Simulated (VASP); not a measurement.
## Se: single point with r2SCAN

The system is Se.

```xyz
3
Lattice="4.3552 0.0000 0.0000 -2.1776 3.7717 0.0000 0.0000 0.0000 4.9494" Properties=species:S:1:pos:R:3 pbc="T T T"
Se    0.9451    0.0000    0.8249
Se   -0.4725    0.8185    4.1245
Se    1.7050    2.9532    2.4747
```

```
Program                : VASP 6.6.1
Task                   : single point
Functional             : r2SCAN
Potentials or basis    : VASP PAW PBE potentials, release 64 (Se)
Cutoff                 : 520 eV
k mesh                 : 9 × 9 × 6
Occupations            : gaussian, width 0.05 eV
Spin                   : no spin polarisation
Dipole correction      : no
Charge                 : -0.5
Further INCAR settings : ALGO = Normal; EDIFF = 1e-07; NBANDS = 16; NELECT = 18.5
```

```yaml
Largest_force: 0.994 eV/Å
```

Forces in eV/Å, atoms in the order of the input:
```
Se   0.994  0.000  0.000
Se  -0.497  0.861  0.000
Se  -0.497 -0.861  0.000
```

Levels at points of the mesh, in eV from the Fermi level:
| k point | band 7 | band 8 | band 9 | band 10 | band 11 | band 12 |
| --- | --- | --- | --- | --- | --- | --- |
| (0.00, 0.00, 0.00) | -4.12 | -4.12 | -2.28 | 0.50 | 0.50 | 0.82 |
| (0.00, 0.00, 0.50) | -3.46 | -3.46 | -3.13 | -0.35 | -0.21 | -0.21 |

It took 2 min on 1 thread of Intel(R) Xeon(R) 6975P-C (Granite Rapids) (shared host), peak memory 0.23 GiB.

Caveat: the cell carries a net charge on a neutralising background, which shifts energy and pressure; the cell is charged against a uniform background, so pressure and absolute levels hang on convention; the PAW data sets were made with another functional, which shifts forces and pressure a little.
